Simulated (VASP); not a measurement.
# Li (C2/c) in VASP: further runs

Runs on Li. Level: PBEsol. Tasks: single point.

Program: VASP 6.6.1. These are calculated values, not measurements. Logs are shortened: lines on timing, memory, paths and dates and some standing lists are left out, and cuts for length are marked.

### Step 1. The cell of the first run

It takes space group C2/c (No. 15, monoclinic). Conventional cell: a = 2.952 Å, b = 5.058 Å, c = 4.768 Å, α = 90.00°, β = 90.31°, γ = 90.00°. Li (site symmetry 2) has 12 Li at 2.91 to 2.95 Å within 3.8 Å.

This isn't the form of Li at room conditions, which is bcc.

### Step 2. Single point, PBEsol (17.80 Å³/atom)

Contents of INCAR:

```
PREC = Accurate
ENCUT = 520
EDIFF = 1E-6
ISMEAR = -1
SIGMA = 0.1
LREAL = False
LASPH = True
NELM = 60
ALGO = Normal
ISIF = 2
LWAVE = False
LCHARG = False
GGA = PS
NBANDS = 10
```

Contents of KPOINTS:

```
regular mesh
0
Gamma
  15 15 7
```

Contents of POSCAR:

```
Li
1.0
   -1.9620694108      1.6145312891      1.4553839195
    1.6145312891     -1.9620694108      1.4553839195
    3.6688223153      3.6688223153     -2.0919006260
Li
2
Direct
    0.9556141267      0.0443858733      0.0000000000
    0.7943858733      0.2056141267      0.5000000000
```

Potentials or basis: VASP PAW PBE potentials, release 64 (Li_sv).

Run with:

```
$ cat potpaw_PBE.64/Li_sv/POTCAR > POTCAR
$ mpirun -np 1 vasp_std > vasp.out
```

OUTCAR:

```text
PREC = Accurate
   ENCUT = 520
   EDIFF = 1E-6
   ISMEAR = -1
   LREAL = False
   LASPH = True
   NELM = 60
   ISIF = 2
   GGA = PS

 ion  position               nearest neighbor table
   1  0.956  0.044  0.000-
   2  0.794  0.206  0.500-

  Warning from LATTYP: Got some problem with cell dimensions!
  Tried to take original basis but could not verify dimensions!
  LATTYP: Found a base centered monoclinic cell.
 ALAT       =     2.9519713590
 B/A-ratio  =     1.7134574160
 C/A-ratio  =     1.6151412678
 COS(beta)  =    -0.0053278123

  Lattice vectors:

 A1 = (   1.9620694108,  -1.6145312891,  -1.4553839195)
 A2 = (  -1.6145312891,   1.9620694108,  -1.4553839195)
 A3 = (   3.3212841936,   3.3212841936,   0.8188672130)

Analysis of symmetry for initial positions (statically):
=====================================================================
 Subroutine PRICEL returns:
 Original cell was already a primitive cell.

 Routine SETGRP: Setting up the symmetry group for a
 base centered monoclinic supercell.

 Subroutine GETGRP returns: Found  4 space group operations
 (whereof  2 operations were pure point group operations)
 out of a pool of  4 trial point group operations.

The static configuration has the point symmetry C_2 .
 The point group associated with its full space group is C_2h.

Analysis of symmetry for dynamics (positions and initial velocities):
=====================================================================
 Subroutine PRICEL returns:
 Original cell was already a primitive cell.

 Routine SETGRP: Setting up the symmetry group for a
 base centered monoclinic supercell.

 Subroutine GETGRP returns: Found  4 space group operations
 (whereof  2 operations were pure point group operations)
 out of a pool of  4 trial point group operations.

The dynamic configuration has the point symmetry C_2 .
 The point group associated with its full space group is C_2h.

 Subroutine INISYM returns: Found  4 space group operations
 (whereof  2 operations are pure point group operations),
 and found     1 'primitive' translations

----------------------------------------------------------------------------------------

                                     Primitive cell

  volume of cell :      35.5946

  direct lattice vectors                    reciprocal lattice vectors
    -1.962069411  1.614531289  1.455383920    -0.034698827  0.244896265  0.368648990
     1.614531289 -1.962069411  1.455383920     0.244896265 -0.034698827  0.368648990
     3.668822315  3.668822315 -2.091900626     0.146239247  0.146239247  0.034921173

  length of vectors
     2.928236672  2.928236672  5.594333078     0.443937233  0.443937233  0.209741085

  position of ions in fractional coordinates (direct lattice)
     0.955614127  0.044385873  0.000000000
     0.794385873  0.205614127  0.500000000

  ion indices of the primitive-cell ions
   primitive index   ion index
                 1           1
                 2           2

----------------------------------------------------------------------------------------

 KPOINTS: regular mesh

Automatic generation of k-mesh.
 Grid dimensions read from file:
 generate k-points for:   15   15    7

 Generating k-lattice:

  Cartesian coordinates                     Fractional coordinates (reciprocal lattice)
    -0.002313255  0.016326418  0.024576599     0.066666667  0.000000000 -0.000000000
     0.016326418 -0.002313255  0.024576599     0.000000000  0.066666667 -0.000000000
     0.020891321  0.020891321  0.004988739     0.000000000  0.000000000  0.142857143

  Length of vectors
     0.029595816  0.029595816  0.029963012

  Shift w.r.t. Gamma in fractional coordinates (k-lattice)
     0.000000000  0.000000000  0.000000000

 Subroutine IBZKPT returns following result:
 ===========================================

 Found    424 irreducible k-points:

 Following reciprocal coordinates:
            Coordinates               Weight
  0.000000  0.000000  0.000000      1.000000
  0.066667  0.000000  0.000000      4.000000
  0.133333  0.000000  0.000000      4.000000
  0.200000  0.000000  0.000000      4.000000
  0.266667  0.000000  0.000000      4.000000
  0.333333  0.000000  0.000000      4.000000
[... 16 lines left out ...]
  0.133333  0.133333  0.000000      2.000000
  0.200000  0.133333  0.000000      4.000000
 [... further k-points ...]
   k-points           NKPTS =    424   k-points in BZ     NKDIM =    424   number of bands    NBANDS=     10
   number of dos      NEDOS =    301   number of ions     NIONS =      2
   total plane-waves  NPLWV =  24192
   dimension x,y,z NGX =    24 NGY =   24 NGZ =   42
   dimension x,y,z NGXF=    48 NGYF=   48 NGZF=   84
   ions per type =               2
   NGX,Y,Z   is equivalent  to a cutoff of  13.63, 13.63, 12.48 a.u.
   NGXF,Y,Z  is equivalent  to a cutoff of  27.25, 27.25, 24.96 a.u.
 SYSTEM =  unknown system
   PREC   = accura    normal or accurate (medium, high low for compatibility)
   ISTART =      0    job   : 0-new  1-cont  2-samecut
   ICHARG =      2    charge: 1-file 2-atom 10-const
   ISPIN  =      1    spin polarized calculation?
   LNONCOLLINEAR =      F non collinear calculations
   LSORBIT =      F    spin-orbit coupling
   LASPH  =      T    aspherical Exc in radial PAW
   ENCUT  =  520.0 eV  38.22 Ry    6.18 a.u.   5.44  5.44 10.40*2*pi/ulx,y,z
   NELM   =     60;   NELMIN=  2; NELMDL= -5     # of ELM steps
   EDIFF  = 0.1E-05   stopping-criterion for ELM
   LREAL  =      F    real-space projection
[... 7 lines left out ...]
   TEBEG  =    0.0;   TEEND  =   0.0 temperature during run
   PSTRESS=    0.0 pullay stress
   NELECT =       6.0000    total number of electrons
   NUPDOWN=      -1.0000    fix difference up-down
   EMIN   =  10.00;   EMAX   =-10.00  energy-range for DOS
   EFERMI =   0.00;   METHOD = LEGACY
   ISMEAR =    -1;   SIGMA  =   0.10  broadening in eV -4-tet -1-fermi 0-gaus
   EFERMI_NEDOS =   21; number of points for ismear=-14 and -15
   IALGO  =     38    algorithm
   IMIX   =      4    mixing-type and parameters
     AMIX     =   0.40;   BMIX     =  1.00
     AMIX_MAG =   1.60;   BMIX_MAG =  1.00
  volume/ion in A,a.u.               =      17.80       120.10
  Fermi-wavevector in a.u.,A,eV,Ry     =   0.904338  1.708950 11.127203  0.817826
  Thomas-Fermi vector in A             =   2.027772
   LORBIT       =      0    0 simple, 1 ext, 2 COOP (PROOUT), +10 PAW based schemes
   GGA     = PS    functional components
   LHFCALC =     F    Hartree Fock is set to
   AEXX    =    0.0000 exact exchange contribution
   IVDW    =     0    specifies the selected vdW correction
   LEPSILON=     F    determine dielectric tensor
   LRPA    =     F    only Hartree local field effects (RPA)
 non-spin polarized calculation
  energy-cutoff  :      520.00
  volume of cell :       35.59
 maximum number of plane-waves:       981
 NGX is ok and might be reduce to    24
   NGX = 11   NGY = 11   NGZ = 21

 number of electron       6.0000004 magnetization

 Free energy of the ion-electron system (eV)
  ---------------------------------------------------
  ext. energy  EPLUGINS =         0.00000000
  ---------------------------------------------------
  free energy    TOTEN  =        -3.91750999 eV

  energy without entropy =       -3.88519448  energy(sigma->0) =       -3.90135223

 E-fermi :   0.9957     XC(G=0):  -7.3432

 val. band max:        0.9950023652   @ k =   0.2667   0.2000   0.0000
 cond. band min:       1.0063576753   @ k =   0.2000   0.2000   0.0000
 fundamental gap:      0.0113553100
 Fermi energy:         0.9957350311

 k-point     1 :       0.0000    0.0000    0.0000
  band No.  band energies     occupation
      1     -44.6906      2.00000
      2     -44.6577      2.00000
      3      -2.7072      2.00000
      4       0.9643      1.15585
      5       4.4395      0.00000
      6      14.4477      0.00000
      7      14.6874      0.00000
      8      16.0600      0.00000
      9      16.1313      0.00000
     10      16.9809      0.00000

 k-point     2 :       0.0667    0.0000    0.0000
  band No.  band energies     occupation
      1     -44.6890      2.00000
      2     -44.6575      2.00000
      3      -2.6139      2.00000
      4       0.9465      1.24124
      5       4.6286      0.00000
      6      13.6618      0.00000
      7      14.0454      0.00000
      8      16.0541      0.00000
      9      16.5084      0.00000
     10      16.6659      0.00000

 k-point     3 :       0.1333    0.0000    0.0000
  band No.  band energies     occupation
      1     -44.6846      2.00000
      2     -44.6570      2.00000
      3      -2.3334      2.00000
      4       0.9205      1.35931
      5       5.1586      0.00000
      6      12.0191      0.00000
      7      13.1576      0.00000
      8      15.6326      0.00000
      9      15.6829      0.00000
     10      16.4437      0.00000

 k-point     4 :       0.2000    0.0000    0.0000
  band No.  band energies     occupation
      1     -44.6781      2.00000
      2     -44.6561      2.00000
      3      -1.8642      2.00000
      4       0.9386      1.27827
      5       5.9242      0.00000
      6      10.3555      0.00000
      7      12.3999      0.00000
      8      13.3227      0.00000
      9      15.0039      0.00000
     10      15.5650      0.00000
[... 222 lines left out ...]
 k-point    22 :      -0.0667    0.0667    0.0000
  band No.  band energies     occupation
      1     -44.6893      2.00000
      2     -44.6571      2.00000
      3      -2.6332      2.00000
      4       1.0669      0.65851
      5       4.4599      0.00000
      6      13.8381      0.00000
      7      13.8647      0.00000
      8      16.0787      0.00000
      9      16.4658      0.00000
     10      16.8953      0.00000

 k-point    23 :       0.1333    0.1333    0.0000
  band No.  band energies     occupation
      1     -44.6738      2.00000
      2     -44.6567      2.00000
      3      -1.5019      2.00000
      4       0.7309      1.86779
      5       6.8107      0.00000
      6       9.9377      0.00000
      7      10.9727      0.00000
      8      13.0732      0.00000
      9      13.4814      0.00000
     10      14.5099      0.00000

 k-point    24 :       0.2000    0.1333    0.0000
  band No.  band energies     occupation
      1     -44.6669      2.00000
      2     -44.6559      2.00000
      3      -0.8010      2.00000
      4       0.8276      1.68620
      5       7.6061      0.00000
      6       8.7703      0.00000
      7       9.6319      0.00000
      8      11.5504      0.00000
      9      12.5815      0.00000
     10      13.9965      0.00000

 [... further k-points ...]

------------------------ aborting loop because EDIFF is reached ----------------------------------------

  FORCE on cell =-STRESS in cart. coord.  units (eV):
  Direction    XX          YY          ZZ          XY          YZ          ZX
  --------------------------------------------------------------------------------------
  -------------------------------------------------------------------------------------
  Total        0.4725034      0.4725034      0.4297220      0.0298977      0.0022728      0.0022728
  in kB       21.2682355     21.2682355     19.3425672      1.3457488      0.1023024      0.1023026
  external PRESSURE =      20.6263461 kB  Pullay stress =       0.0000000 kB

 VOLUME and BASIS-vectors are now :
 -----------------------------------------------------------------------------
  energy-cutoff  :      520.00
  volume of cell :       35.59
      direct lattice vectors                 reciprocal lattice vectors
    -1.962069411  1.614531289  1.455383920    -0.034698827  0.244896265  0.368648990
     1.614531289 -1.962069411  1.455383920     0.244896265 -0.034698827  0.368648990
     3.668822315  3.668822315 -2.091900626     0.146239247  0.146239247  0.034921173

 POSITION                                       TOTAL-FORCE (eV/Angst)
 -----------------------------------------------------------------------------------
     -1.80332      1.45578      1.45538        -0.001178      0.001178      0.000000
      0.60774      2.71354      0.40943         0.001178     -0.001178     -0.000000
 -----------------------------------------------------------------------------------
    total drift:                                0.000000     -0.000000      0.000000

  FREE ENERGIE OF THE ION-ELECTRON SYSTEM (eV)
  ---------------------------------------------------
  free  energy   TOTEN  =        -3.9175099877 eV

  energy  without entropy=       -3.8851944781  energy(sigma->0) =       -3.90135223
```

It took 46 s on 1 thread of Intel Xeon 8259CL, shared host; peak memory 0.24 GiB.

What came out:

| Property | Result |
| --- | --- |
| Free energy | -3.9175 eV |
| Band gap on the k mesh | zero (bands 3 and 4 overlap by 4.73 eV) |

Caveat: the cutoff is under 1.25 times the usual one of these potentials, so pressure, stress and relaxed cells hold a basis-set (Pulay) error; the PAW data sets were made with another functional, which shifts forces and pressure a little.

(Continued in part 2 of 2.)
